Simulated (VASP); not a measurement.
Au: single point with PBEsol

The system is Au.

```
CELL_PARAMETERS angstrom
2.88665 0.00000 0.00000
1.44333 2.49991 0.00000
1.44333 0.83330 2.35694
ATOMIC_POSITIONS crystal
Au 0.00000 0.00000 0.00000
```

```
Program                : VASP 6.6.1
Task                   : single point
Functional             : PBEsol
Potentials or basis    : VASP PAW PBE potentials, release 64 (Au)
Cutoff                 : 520 eV
k mesh                 : 9 × 9 × 9
Occupations            : gaussian, width 0.1 eV
Spin                   : no spin polarisation
Dipole correction      : no
Further INCAR settings : ALGO = Normal; EDIFF = 1e-06; NBANDS = 12
```

| Item | Value |
| --- | --- |
| Pressure | -0.3 GPa |

Levels at points of the mesh, in eV from the Fermi level:
| k point | band 4 | band 5 | band 6 | band 7 | band 8 | band 9 |
| --- | --- | --- | --- | --- | --- | --- |
| (0.00, 0.00, 0.00) | -4.66 | -3.13 | -3.13 | 14.52 | 18.52 | 18.52 |

Wall time 5.6 s on 1 thread of Intel(R) Xeon(R) Platinum 8375C CPU @ 2.90GHz (Ice Lake) (shared host), peak memory 0.14 GiB.

Caveat: the PAW data sets were made with another functional, which shifts forces and pressure a little; spin-orbit coupling is left out, which moves the levels of the heavy elements.
